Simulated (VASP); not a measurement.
Input of a VASP 6.6.1 run:

The input INCAR:

```
SYSTEM = V
ALGO = Normal
EDIFF = 1E-6
ENCUT = 520
GGA = PE
ISIF = 2
ISMEAR = -1
ISPIN = 2
LASPH = .TRUE.
LCHARG = .FALSE.
LMAXMIX = 4
LORBIT = 11
LREAL = .FALSE.
LWAVE = .FALSE.
MAGMOM = -2.03
NBANDS = 16
NELM = 150
PREC = Accurate
SIGMA = 0.05
```

The input KPOINTS:

```
k-points
0
G
  12 12 12
  0 0 0
```

File POSCAR:

```
V
1.0
   -1.5143500000      1.5143500000      1.5143500000
    1.5143500000     -1.5143500000      1.5143500000
    1.5143500000      1.5143500000     -1.5143500000
V
1
Direct
    0.0000000000      0.0000000000      0.0000000000
```

Potentials or basis: VASP PAW PBE potentials, release 64 (V_sv).

Command:

```bash
$ cat potpaw_PBE.64/V_sv/POTCAR > POTCAR
$ mpirun -np 1 vasp_std > vasp.out
```

Question: Estimate the net moment.

Answer: 0.00 μB per cell.

Question: What does it give for the pressure?

Answer: -5.2 GPa.
